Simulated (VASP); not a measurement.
A run of VASP 6.6.1 is set up as follows.

Contents of INCAR:

```
  PREC = Accurate
  ENCUT = 520
  EDIFF = 1E-6
  ISMEAR = 0
  SIGMA = 0.1
  LREAL = F
  LASPH = T
  NELM = 100
  ALGO = Normal
  ISIF = 2
  LWAVE = F
  LCHARG = F
  GGA = PE
  NBANDS = 34
```

File KPOINTS:

```
Automatic mesh
0
Gamma
  10 10 6
```

Contents of POSCAR:

```
Ga3O2
1.0
    3.5709388395      0.0000000000      0.0000000000
    0.0000000000      3.5709388395      0.0000000000
    0.0000000000      0.0000000000      8.0503891813
Ga O
3 2
Direct
    0.0000000000      0.0000000000      0.6889907050
    0.0000000000      0.0000000000      0.3110092950
    0.5000000000      0.5000000000      0.5000000000
    0.0000000000      0.0000000000      0.0851877294
    0.0000000000      0.0000000000      0.9148122706
```

Potentials or basis: VASP PAW PBE potentials, release 64 (Ga_d, O).

Command:

```bash
$ cat potpaw_PBE.64/Ga_d/POTCAR potpaw_PBE.64/O/POTCAR > POTCAR
$ mpirun -np 1 vasp_std > vasp.out
```

Question: Estimate the pressure.

Answer: 0.2 GPa.

Question: Estimate the largest force.

Answer: 0.210 eV/Å.

Forces on the atoms (eV/Å):
```
Ga   0.000  0.000 -0.034
Ga   0.000  0.000  0.034
Ga   0.000  0.000  0.000
O    0.000  0.000  0.210
O    0.000  0.000 -0.210
```

Caveat: an odd number of electrons without spin polarisation forces a metal; a magnetic or distorted state may lie lower.
